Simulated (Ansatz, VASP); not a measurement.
One calculation of Ca, two programs

The input INCAR:

```
  PREC = Accurate
  ENCUT = 520
  EDIFF = 1E-7
  ISMEAR = -1
  SIGMA = 0.1
  LREAL = False
  LASPH = True
  NELM = 80
  ALGO = Normal
  ISIF = 2
  LWAVE = False
  LCHARG = True
  GGA = B5
  ALDAX = 1.0
  AGGAX = 1.0
  AGGAC = 1.0
  ALDAC = 0.0
  LELF = True
  LVHAR = True
  NBANDS = 11
```

Contents of KPOINTS:

```
Automatic mesh
0
Gamma
  16 16 16
```

POSCAR

```
Ca
1.0
    0.0000000000      2.6949479738      2.6949479738
    2.6949479738      0.0000000000      2.6949479738
    2.6949479738      2.6949479738      0.0000000000
Ca
1
Direct
    0.0000000000      0.0000000000      0.0000000000
```

Input for Ansatz:

```yaml
crystal:
  lattice:
    - [0.0, 2.6949479738, 2.6949479738]
    - [2.6949479738, 0.0, 2.6949479738]
    - [2.6949479738, 2.6949479738, 0.0]
  atoms:
    - { symbol: Ca, position: [0.0, 0.0, 0.0] }
hamiltonian:
  xc: blyp
  pseudopotentials:
    kind: paw
    azcp:
      Ca: "pseudopotentials/Ca.paw.azcp"
basis:
  ecutwfc: 420
  fft_grid_basis: typed
kpoints:
  mp_grid: { grid: [16, 16, 16], shift: [0, 0, 0] }
magnetization:
  spin_polarized: false
scf:
  occupations: { method: fermi_dirac, width: 0.1 }
output:
  stress: true
```

Alike in both runs: task single point; functional BLYP; k mesh 16 × 16 × 16; occupations fermi-dirac, width 0.1 eV; no spin polarisation.

|  | VASP | Ansatz |
| --- | --- | --- |
| version | VASP 6.6.1 | Ansatz 0.2.0 |
| potentials or method | VASP PAW PBE potentials, release 64 (Ca_sv), cutoff 520 eV | plane waves (420 eV) with PAW, scalar-relativistic |
| valence electrons in the cell | 10 | 10 |

|  | VASP | Ansatz | Ansatz less VASP |
| --- | --- | --- | --- |
| pressure (GPa) | 1.6 | 1.6 | -0.02 |

VASP's potentials were made for PBE, not for BLYP.
